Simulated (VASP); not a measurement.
# SiTe5 (P4/mmm) in VASP: relaxation of cell and atoms with PBE

Aim: the relaxation of cell and atoms of SiTe5 with PBE.

Everything below comes from runs of VASP 6.6.1. Logs are shortened: lines on timing, memory, paths and dates and some standing lists are left out, and cuts for length are marked.

### Step 1. The cell of the first run

Symmetry: P4/mmm, No. 123, tetragonal system. Conventional cell: a = 8.261 Å, b = 8.261 Å, c = 3.029 Å, α = 90.00°, β = 90.00°, γ = 90.00°. Si (site symmetry 4/mmm) has 2 Si at 3.03 Å and 8 Te at 3.07 Å within 4.0 Å. Te (site symmetry m2m) has 5 Te at 3.03 to 3.78 Å and 2 Si at 3.07 Å within 4.0 Å. Te (site symmetry 4/mmm) has 6 Te at 3.03 to 3.17 Å within 4.0 Å.

The cell was generated, and may not be a known phase.

### Step 2. Relaxation of cell and atoms, PBE

The input, INCAR:

```
SYSTEM = SiTe5
ALGO = Normal
EDIFF = 1E-6
EDIFFG = -0.01
ENCUT = 600
GGA = PE
IBRION = 2
ISIF = 3
ISMEAR = 0
LASPH = .True.
LCHARG = .False.
LREAL = .False.
LWAVE = .False.
NELM = 60
NSW = 100
PREC = Accurate
SIGMA = 0.1
```

The input, KPOINTS:

```
k-points
0
Gamma
  6 6 12
  0 0 0
```

The input, POSCAR:

```
SiTe5
1.0
    8.2612239611      0.0000000000      0.0000000000
    0.0000000000      8.2612239611      0.0000000000
    0.0000000000      0.0000000000      3.0291142997
Si Te
1 5
Direct
    0.5000000000      0.5000000000      0.0000000000
    0.7286425012      0.7286425012      0.5000000000
    0.2713574988      0.2713574988      0.5000000000
    0.2713574988      0.7286425012      0.5000000000
    0.7286425012      0.2713574988      0.5000000000
    0.0000000000      0.0000000000      0.5000000000
```

Potentials or basis: VASP PAW PBE potentials, release 64 (Si, Te).

Command:

```bash
$ cat potpaw_PBE.64/Si/POTCAR potpaw_PBE.64/Te/POTCAR > POTCAR
$ mpirun -np 1 vasp_std > vasp.out
```

OUTCAR:

```text
SYSTEM = SiTe5
   EDIFF = 1E-6
   EDIFFG = -0.01
   ENCUT = 600
   GGA = PE
   IBRION = 2
   ISIF = 3
   ISMEAR = 0
   LASPH = .True.
   LREAL = .False.
   NELM = 60
   NSW = 100
   PREC = Accurate

 ion  position               nearest neighbor table
   1  0.500  0.500  0.000-   2 3.07   3 3.07   4 3.07   5 3.07   2 3.07   3 3.07   4 3.07   5 3.07

   2  0.729  0.729  0.500-   1 3.07   1 3.07   6 3.17
   3  0.271  0.271  0.500-   1 3.07   1 3.07   6 3.17
   4  0.271  0.729  0.500-   1 3.07   1 3.07   6 3.17
   5  0.729  0.271  0.500-   1 3.07   1 3.07   6 3.17
   6  0.000  0.000  0.500-   2 3.17   3 3.17   4 3.17   5 3.17

  LATTYP: Found a simple tetragonal cell.
 ALAT       =     8.2612239611
 C/A-ratio  =     0.3666665271

  Lattice vectors:

 A1 = (   8.2612239611,   0.0000000000,   0.0000000000)
 A2 = (   0.0000000000,   8.2612239611,   0.0000000000)
 A3 = (   0.0000000000,   0.0000000000,   3.0291142997)

Analysis of symmetry for initial positions (statically):
=====================================================================
 Subroutine PRICEL returns:
 Original cell was already a primitive cell.

 Routine SETGRP: Setting up the symmetry group for a
 simple tetragonal supercell.

 Subroutine GETGRP returns: Found 16 space group operations
 (whereof 16 operations were pure point group operations)
 out of a pool of 16 trial point group operations.

The static configuration has the point symmetry D_4h.

Analysis of symmetry for dynamics (positions and initial velocities):
=====================================================================
 Subroutine PRICEL returns:
 Original cell was already a primitive cell.

 Routine SETGRP: Setting up the symmetry group for a
 simple tetragonal supercell.

 Subroutine GETGRP returns: Found 16 space group operations
 (whereof 16 operations were pure point group operations)
 out of a pool of 16 trial point group operations.

The dynamic configuration has the point symmetry D_4h.

 Subroutine INISYM returns: Found 16 space group operations
 (whereof 16 operations are pure point group operations),
 and found     1 'primitive' translations

----------------------------------------------------------------------------------------

                                     Primitive cell

  volume of cell :     206.7305

  direct lattice vectors                    reciprocal lattice vectors
[... 118 lines left out ...]
  Thomas-Fermi vector in A             =   2.019468
   LORBIT       =      0    0 simple, 1 ext, 2 COOP (PROOUT), +10 PAW based schemes
   GGA     = PE    functional components
   LHFCALC =     F    Hartree Fock is set to
   AEXX    =    0.0000 exact exchange contribution
   IVDW    =     0    specifies the selected vdW correction
   LEPSILON=     F    determine dielectric tensor
   LRPA    =     F    only Hartree local field effects (RPA)
 conjugate gradient relaxation of ions
 non-spin polarized calculation
 Gauss-broadening in eV      SIGMA  =   0.10
  energy-cutoff  :      600.00
  volume of cell :      206.73
 maximum number of plane-waves:      6938
 NGX is ok and might be reduce to    70
   NGX = 33   NGY = 33   NGZ = 13

--------------------------------------- Ionic step        1  -------------------------------------------

 number of electron      34.0000000 magnetization

 Free energy of the ion-electron system (eV)
  ---------------------------------------------------
  ext. energy  EPLUGINS =         0.00000000
  ---------------------------------------------------
  free energy    TOTEN  =       -19.22609837 eV

  energy without entropy =      -19.20317503  energy(sigma->0) =      -19.21463670

------------------------ aborting loop because EDIFF is reached ----------------------------------------

  FORCE on cell =-STRESS in cart. coord.  units (eV):
  Direction    XX          YY          ZZ          XY          YZ          ZX
  --------------------------------------------------------------------------------------
  -------------------------------------------------------------------------------------
  Total       -0.5466223     -0.5466223      0.4355431      0.0000000      0.0000000      0.0000000
  in kB       -4.2363661     -4.2363661      3.3754931      0.0000000      0.0000000      0.0000000
  external PRESSURE =      -1.6990797 kB  Pullay stress =       0.0000000 kB
[... 101 lines left out ...]
  FREE ENERGIE OF THE ION-ELECTRON SYSTEM (eV)
  ---------------------------------------------------
  free  energy   TOTEN  =       -19.2410993836 eV

  energy  without entropy=      -19.2229083894  energy(sigma->0) =      -19.23200389

[... ionic steps 4 to 7 ...]

--------------------------------------- Ionic step        8  -------------------------------------------

 number of electron      34.0000001 magnetization

------------------------ aborting loop because EDIFF is reached ----------------------------------------
[... 75 lines left out ...]
--------------------------------------- Ionic step       10  -------------------------------------------

 number of electron      34.0000001 magnetization

 Free energy of the ion-electron system (eV)
  ---------------------------------------------------
  ext. energy  EPLUGINS =         0.00000000
  ---------------------------------------------------
  free energy    TOTEN  =       -19.24188735 eV

  energy without entropy =      -19.22303140  energy(sigma->0) =      -19.23245937

 E-fermi :   4.9513     XC(G=0):  -8.6627

 val. band max:        4.9469351359   @ k =   0.5000   0.1667   0.5000
 cond. band min:       4.9743450060   @ k =   0.1667   0.1667   0.5000
 fundamental gap:      0.0274098701
 Fermi energy:         4.9513432708

 k-point     1 :       0.0000    0.0000    0.0000
  band No.  band energies     occupation
      1      -8.3844      2.00000
      2      -7.1604      2.00000
      3      -7.1604      2.00000
      4      -7.0186      2.00000
      5      -6.5964      2.00000
      6      -2.9450      2.00000
[... 565 lines left out ...]
     20       6.1470      0.00000
     21       6.7858      0.00000

 [... further k-points ...]

------------------------ aborting loop because EDIFF is reached ----------------------------------------

  FORCE on cell =-STRESS in cart. coord.  units (eV):
  Direction    XX          YY          ZZ          XY          YZ          ZX
  --------------------------------------------------------------------------------------
  -------------------------------------------------------------------------------------
  Total       -0.0245383     -0.0245383      0.0212284      0.0000000      0.0000000      0.0000000
  in kB       -0.1921377     -0.1921377      0.1662208      0.0000000      0.0000000      0.0000000
  external PRESSURE =      -0.0726849 kB  Pullay stress =       0.0000000 kB
[... 21 lines left out ...]
  FREE ENERGIE OF THE ION-ELECTRON SYSTEM (eV)
  ---------------------------------------------------
  free  energy   TOTEN  =       -19.2418873518 eV

  energy  without entropy=      -19.2230313973  energy(sigma->0) =      -19.23245937

 reached required accuracy - stopping structural energy minimisation
```

OSZICAR:

```text
N       E                     dE             d eps       ncg     rms          rms(c)
DAV:   1     0.176304504298E+03    0.17630E+03   -0.13406E+04  2940   0.145E+03
DAV:   2    -0.406112365517E+01   -0.18037E+03   -0.17578E+03  3949   0.191E+02
[... 76 lines left out ...]
   9 F= -.19241854E+02 E0= -.19232592E+02  d E =-.116955E-03
       N       E                     dE             d eps       ncg     rms          rms(c)
DAV:   1    -0.192420746618E+02   -0.22099E-03   -0.14840E-02  2940   0.555E-01    0.826E-02
DAV:   2    -0.192419658837E+02    0.10878E-03   -0.63245E-04  3446   0.128E-01    0.413E-02
DAV:   3    -0.192418933307E+02    0.72553E-04   -0.12067E-04  3366   0.508E-02    0.201E-02
DAV:   4    -0.192418872561E+02    0.60746E-05   -0.19395E-05  3677   0.200E-02    0.190E-02
DAV:   5    -0.192418873518E+02   -0.95671E-07   -0.63787E-07  1815   0.477E-03
  10 F= -.19241887E+02 E0= -.19232459E+02  d E =-.150655E-03
```

It took 21 min on 1 thread of AMD EPYC 9R45 (Zen 5), shared host; peak memory 0.55 GiB.

What came out:

| Item | Value |
| --- | --- |
| Free energy | -19.2419 eV |
| Relaxed volume | 34.10 Å³/atom |
| Relaxed cell | a = 8.183 Å, b = 8.183 Å, c = 3.056 Å, α = 90.00°, β = 90.00°, γ = 90.00° |
| Space group after relaxing (to 0.1 Å) | P4/mmm (No. 123) |
| Energy gained by relaxing | 2.6 meV/atom |
| Ionic steps | 10 |
| Pressure after relaxing | 0.0 GPa |
| Largest force after relaxing | 0.008 eV/Å |
| Band gap on the k mesh | zero (bands 17 and 18 overlap by 3.25 eV) |

Forces on the atoms (eV/Å):
```
Si   0.000  0.000  0.000
Te  -0.006 -0.006  0.000
Te   0.006  0.006  0.000
Te   0.006 -0.006  0.000
Te  -0.006  0.006  0.000
Te   0.000  0.000  0.000
```

The path:
```csv
step,energy change (eV),largest force (eV/Å),pressure (GPa),volume (Å³)
1,0.0000,0.1424,-0.17,206.73
2,-0.0090,0.0950,-0.09,205.63
3,-0.0150,0.0013,0.14,203.49
4,-0.0154,0.0226,0.08,204.02
5,-0.0155,0.0180,0.09,203.92
6,-0.0155,0.0155,0.09,203.87
7,-0.0156,0.0119,-0.04,204.54
8,-0.0156,0.0126,-0.01,204.34
9,-0.0158,0.0102,0.00,204.47
10,-0.0158,0.0079,-0.01,204.62
```

Final structure:
```xyz
6
Lattice="8.1827 0.0000 0.0000 0.0000 8.1827 0.0000 0.0000 0.0000 3.0560" Properties=species:S:1:pos:R:3 pbc="T T T"
Si    4.0913    4.0913    0.0000
Te    5.9470    5.9470    1.5280
Te    2.2357    2.2357    1.5280
Te    2.2357    5.9470    1.5280
Te    5.9470    2.2357    1.5280
Te    0.0000    0.0000    1.5280
```

Caveat: the highest band is partly filled, so the run has too few bands; spin-orbit coupling is left out, which moves the levels of the heavy elements.

The gap in the log of VASP goes by the Fermi energy; the results here count the filled bands.